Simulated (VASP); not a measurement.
The system is Ir.

```
Ir
1.0
     0.00000    1.87650    1.87650
     1.87650    0.00000    1.87650
     1.87650    1.87650    0.00000
Ir
1
Cartesian
  0.0000 0.0000 0.0000
```

Base run:

```yaml
Program: VASP 6.6.1
Functional: r2SCAN
Potentials_or_basis: VASP PAW PBE potentials, release 64 (Ir)
Cutoff: 520 eV
k_mesh: 12 × 12 × 12
Occupations: fermi-dirac, width 0.05 eV
Spin: no spin polarisation
```

Its results: pressure 35.8 GPa.

**Question.** After a change of settings the same cell gave: pressure 41.3 GPa. Which change was it?
A. potentials or basis from VASP PAW PBE potentials, release 64 (Ir) to VASP PAW PBE potentials, release 64 (Ir_sv_GW); cutoff from 520 eV to 550 eV; further incar settings from ALGO = Normal; EDIFF = 1e-06; NBANDS = 10 to ALGO = Normal; EDIFF = 1e-06; NBANDS = 14; valence electrons from 9 to 17
B. functional from r2SCAN to r2SCANh; k mesh from 12 × 12 × 12 to 6 × 6 × 6
C. functional from r2SCAN to LDA; potentials or basis from VASP PAW PBE potentials, release 64 (Ir) to VASP PAW LDA potentials, release 64 (Ir)
D. functional from r2SCAN to PBE

**Answer.** D.

Caveats: the PAW data sets were made with another functional, which shifts forces and pressure a little (some runs).
